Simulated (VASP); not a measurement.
The system is CsCl.

```xyz
2
Lattice="4.1407 0.0000 0.0000 0.0000 4.1407 0.0000 0.0000 0.0000 4.1407" Properties=species:S:1:pos:R:3 pbc="T T T"
Cs    0.0000    0.0000    0.0000
Cl    2.0703    2.0703    2.0703
```

Base run:

```yaml
Program: VASP 6.6.1
Functional: PBE0
Potentials_or_basis: VASP PAW PBE potentials, release 64 (Cs_sv, Cl)
Cutoff: 400 eV
k_mesh: 4 × 4 × 4
Occupations: gaussian, width 0.01 eV
Spin: no spin polarisation
```

Its results: band gap on the k mesh 7.25 eV, direct; pressure 0.3 GPa.

Task: After a change of settings the same cell gave: band gap on the k mesh 6.51 eV, direct; pressure 0.4 GPa. Which change was it?
A. functional from PBE0 to HSE06
B. functional from PBE0 to r2SCAN; cutoff from 400 eV to 550 eV
C. functional from PBE0 to PBE; cutoff from 400 eV to 500 eV; k mesh from 4 × 4 × 4 to 6 × 6 × 6
D. functional from PBE0 to PBE; cutoff from 400 eV to 500 eV

Result: A.

Caveats: the PAW data sets were made with another functional, which shifts forces and pressure a little; spin-orbit coupling is left out, which moves the levels of the heavy elements.
